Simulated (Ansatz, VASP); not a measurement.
## Two plane-wave programs on SiGe3

File POSCAR:

```
SiGe3
1.0
    1.9838896584      1.1453992283      6.4671923426
   -1.9838896584      1.1453992283      6.4671923426
    0.0000000000     -2.2907984566      6.4671923426
Si Ge
1 3
Direct
    1.0000856435      0.0000856435      0.0000856435
    0.5000462168      0.5000462168      0.5000462168
    0.3734068926      0.3734068926      0.3734068926
    0.8764612472      0.8764612472      0.8764612472
```

The input INCAR.step1:

```
SYSTEM = SiGe3
  PREC = Accurate
  ENCUT = 520
  ISMEAR = 0
  SIGMA = 0.01
  LREAL = .False.
  LASPH = .True.
  NELM = 100
  NBANDS = 31
  GGA = PE
  ALGO = Normal
  EDIFF = 1E-4
  LWAVE = .True.
  LCHARG = .False.
```

Contents of INCAR.step2:

```
SYSTEM = SiGe3
  PREC = Accurate
  ENCUT = 520
  EDIFF = 1E-6
  ISMEAR = 0
  SIGMA = 0.01
  LREAL = .False.
  LASPH = .True.
  NELM = 100
  ALGO = Normal
  ISIF = 2
  LWAVE = .False.
  LCHARG = .False.
  METAGGA = R2SCAN
  LMIXTAU = .True.
  NBANDS = 31
  ISTART = 1
```

The input KPOINTS:

```
regular mesh
0
Gamma
  8 8 8
  0 0 0
```

Input for Ansatz:

```yaml
crystal:
  lattice:
    - [1.9838896584, 1.1453992283, 6.4671923426]
    - [-1.9838896584, 1.1453992283, 6.4671923426]
    - [0.0, -2.2907984566, 6.4671923426]
  atoms:
    - { symbol: Si, position: [1.0000856435, 8.56435e-05, 8.56435e-05] }
    - { symbol: Ge, position: [0.5000462168, 0.5000462168, 0.5000462168] }
    - { symbol: Ge, position: [0.3734068926, 0.3734068926, 0.3734068926] }
    - { symbol: Ge, position: [0.8764612472, 0.8764612472, 0.8764612472] }
kpoints:
  mp_grid: { grid: [8, 8, 8] }
  band_path:
    path:
      - [0.0, 0.0, 0.0]
      - [-0.5, -0.5, -0.5]
      - [-0.5, -0.1875784446, -0.8124215554]
      - [-0.1875784446, 0.1875784446, -0.5]
      - [0.0, 0.0, -0.5]
      - [0.0, 0.3437892223, -0.3437892223]
      - [-0.3437892223, 0.0, -0.6562107777]
      - [-0.5, 0.0, -0.5]
      - [0.0, 0.5, 0.5]
    npoints: 1
hamiltonian:
  xc: r2scan
scf:
  occupations: { method: fixed }
  n_extra_bands: 5
output:
  forces: true
  stress: true
  eigenvalues: true
  write_density: true
  write_potential: true
  elf: true
  volumetric_format: npy
```

Alike in both runs: task single point; functional r2SCAN; k mesh 8 × 8 × 8; no spin polarisation.

|  | VASP | Ansatz |
| --- | --- | --- |
| version | VASP 6.6.1 | Ansatz 0.2.0 |
| potentials or method | VASP PAW PBE potentials, release 64 (Si, Ge_d) | plane waves, PAW |
| plane-wave cutoff (eV) | 520 | 500 |
| occupations | gaussian, width 0.01 eV | fixed |
| valence electrons in the cell | 46 | 46 |

|  | VASP | Ansatz | Ansatz less VASP |
| --- | --- | --- | --- |
| gap on the k mesh at the Fermi level (eV) | 0.64 | 0.65 | +0.012 |
| pressure (GPa) | 0.1 | 0.0 | -0.03 |
| traceless stress, the component that is largest in VASP (GPa) | 0.12 | 0.12 | -0.001 |
| rms of the force components (eV/Å) | 0.005 | 0.004 | -0.0003 |

VASP's potentials were made for PBE, not for r2SCAN. Atom by atom the forces differ by 0.004 eV/Å (rms over components).
